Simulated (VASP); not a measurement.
Write the native input for VASP 6.6.1 that does the following.

```yaml
Task: single point
Functional: PBE
Potentials_or_basis: VASP PAW PBE potentials, release 64 (Si, Ni)
Cutoff: 600 eV
k_mesh: 12 × 12 × 4
Occupations: gaussian, width 0.1 eV
Spin: no spin polarisation
Dipole_correction: no
Further_INCAR_settings: ALGO = Normal; EDIFF = 1e-06; NBANDS = 37
```

The structure of Si2Ni lies in POSCAR:

```
Si2Ni
1.0
    3.8515145493      0.0000000000      0.0000000000
   -1.9257572747      3.3355094428      0.0000000000
    0.0000000000      0.0000000000      9.4342453828
Si Ni
6 3
Direct
    0.6666666667      0.3333333333      0.4166666667
    0.0000000000      0.0000000000      0.2500000000
    0.3333333333      0.6666666667      0.0833333333
    0.6666666667      0.3333333333      0.9166666667
    0.3333333333      0.6666666667      0.5833333333
    0.0000000000      0.0000000000      0.7500000000
    0.0000000000      0.0000000000      0.0000000000
    0.3333333333      0.6666666667      0.3333333333
    0.6666666667      0.3333333333      0.6666666667
```

The input as run:

INCAR

```
SYSTEM = Si2Ni
PREC = Accurate
ENCUT = 600
EDIFF = 1E-6
ISMEAR = 0
SIGMA = 0.1
LREAL = .FALSE.
LASPH = .TRUE.
NELM = 120
ALGO = Normal
ISIF = 2
LWAVE = .FALSE.
LCHARG = .TRUE.
GGA = PE
LELF = .TRUE.
LVHAR = .TRUE.
NBANDS = 37
GGA_COMPAT = .FALSE.
```

KPOINTS

```
Automatic mesh
0
G
  12 12 4
  0 0 0
```

Potentials or basis: VASP PAW PBE potentials, release 64 (Si, Ni).

Command:

```console
$ cat potpaw_PBE.64/Si/POTCAR potpaw_PBE.64/Ni/POTCAR > POTCAR
$ mpirun -np 1 vasp_std > vasp.out
```

Results of the run:

| Quantity | Value |
| --- | --- |
| Pressure | -0.2 GPa |
| Band gap on the k mesh | zero (band 27 reaches 11.49 eV, above the bottom of band 28 at 9.67 eV) |

Run time: 10 min on 1 thread of Intel Xeon 8259CL, with other jobs on the host, peak memory 0.46 GiB.
